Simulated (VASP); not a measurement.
Sr, 1 atom in the cell. Symmetry: Im-3m, No. 229, cubic system. Conventional cell: a = 4.930 Å, b = 4.930 Å, c = 4.930 Å, α = 90.00°, β = 90.00°, γ = 90.00°. Sr (site symmetry m-3m) has 14 Sr at 4.27 to 4.93 Å within 5.6 Å.  This cell differs from its parent crystal: strained.

```yaml
Program: VASP 6.6.1
Task: single point
Functional: PBE
Potentials_or_basis: VASP PAW PBE potentials, release 64 (Sr_sv)
Cutoff: 520 eV
k_mesh: 12 × 12 × 12
Occupations: gaussian, width 0.1 eV
Spin: no spin polarisation
Dipole_correction: no
Further_INCAR_settings: ALGO = Normal; EDIFF = 1e-06; NBANDS = 11
```

Potentials or basis: VASP PAW PBE potentials, release 64 (Sr_sv).

Run with:

```sh
$ cat potpaw_PBE.64/Sr_sv/POTCAR > POTCAR
$ mpirun -np 1 vasp_std > vasp.out
```

Hardware: 1 thread of Intel(R) Xeon(R) Platinum 8375C CPU @ 2.90GHz (Ice Lake) (shared host).

Task: Estimate the wall time of this run.

Result: Run time: 19 s on 1 thread of Intel(R) Xeon(R) Platinum 8375C CPU @ 2.90GHz (Ice Lake), with other jobs on the host, peak memory 0.2 GiB. Counts: scf iterations 11, k points 72.
